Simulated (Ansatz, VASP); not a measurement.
## TaN in VASP and in Ansatz

```
Ta N
1.0
     0.00000   -2.20811   -2.20811
     0.00000    2.20811   -2.20811
     4.41622    0.00000    0.00000
Ta N
2 2
Direct
  0.50000 0.50000 0.97265
  0.00000 0.00000 0.52735
  0.50000 0.50000 0.43818
  0.00000 0.00000 0.06182
```

Change from the starting cell: mode 1 frozen in at -0.273 Å and mode 2 at +0.000 Å (largest displacements).

Alike in both runs: task single point; functional PBE; k mesh 14 × 14 × 10; occupations gaussian, width 0.15 eV; no spin polarisation.

|  | VASP | Ansatz |
| --- | --- | --- |
| version | VASP 6.6.1 | Ansatz 0.2.0 |
| potentials or method | VASP PAW PBE potentials, release 64 (Ta_pv, N), cutoff 520 eV | scalar-relativistic, plane waves, PAW |
| valence electrons in the cell | 32 | 36 |

Ansatz gave:

| Item | Value |
| --- | --- |
| gap on the k mesh at the Fermi level (eV) | none |
| pressure (GPa) | 3.0 |
| traceless stress, the component that is largest in VASP (GPa) | 24.77 |
| rms of the force components (eV/Å) | 0.807 |

Q: Estimate VASP's values.

A: gap on the k mesh at the Fermi level (eV): none; pressure (GPa): 4.0; traceless stress, the component that is largest in VASP (GPa): 25.13; rms of the force components (eV/Å): 0.821.

Atom by atom the forces differ by 0.024 eV/Å (rms over components). A gap of «none» marks a metal or a gap that the smearing closes. VASP's potentials hold 32 valence electrons a cell and Ansatz's 36, so a difference there can come from the potentials and not from the codes.

Neither program's run includes spin-orbit coupling.
